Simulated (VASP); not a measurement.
Write the native input for VASP 6.6.1 that does the following.

```
Task                   : relaxation of cell and atoms
Functional             : RPBE
Potentials or basis    : VASP PAW PBE potentials, release 64 (Si)
Cutoff                 : 600 eV
k mesh                 : 12 × 12 × 12
Occupations            : methfessel-paxton, width 0.1 eV
Spin                   : no spin polarisation
Dipole correction      : no
Further INCAR settings : ALGO = Normal; EDIFF = 1e-06; IBRION = 2; EDIFFG = -0.005; NSW = 80; ISIF = 3
```

The structure of Si lies in POSCAR:

```
Si
1.0
   -2.3713720000      2.3713720000      1.3292650000
    2.3713720000     -2.3713720000      1.3292650000
    2.3713720000      2.3713720000     -1.3292650000
Si
2
Direct
    0.2500000000      0.7500000000      0.5000000000
    0.5000000000      0.5000000000      0.0000000000
```

These files were run (other wordings do the same):

INCAR

```
SYSTEM = Si
PREC = Accurate
ENCUT = 600
EDIFF = 1E-6
ISMEAR = 1
SIGMA = 0.1
LREAL = .FALSE.
LASPH = .TRUE.
NELM = 60
ALGO = Normal
ISIF = 3
LWAVE = .FALSE.
LCHARG = .FALSE.
GGA = RP
IBRION = 2
NSW = 80
EDIFFG = -0.005
```

KPOINTS

```
Automatic mesh
0
G
  12 12 12
  0 0 0
```

Potentials or basis: VASP PAW PBE potentials, release 64 (Si).

Run with:

```bash
$ cat potpaw_PBE.64/Si/POTCAR > POTCAR
$ mpirun -np 1 vasp_std > vasp.out
```

It gave:

```json
{"Relaxed volume": "15.50 Å³/atom", "Relaxed cell": "a = 3.675 Å, b = 3.675 Å, c = 3.675 Å, α = 97.38°, β = 97.38°, γ = 138.01°", "Space group after relaxing (to 0.05 Å)": "I4_1/amd (No. 141)", "Energy gained by relaxing": "12.4 meV/atom", "Ionic steps": "11", "Pressure after relaxing": "0.0 GPa", "Band gap on the k mesh": "zero (band 4 reaches 10.88 eV, above the bottom of band 5 at 4.80 eV)"}
```

Caveat: the PAW data sets were made with another functional, which shifts forces and pressure a little.

Run time: 3.3 min on 1 thread of Intel(R) Xeon(R) 6975P-C (Granite Rapids), on a shared host, peak memory 0.19 GiB.
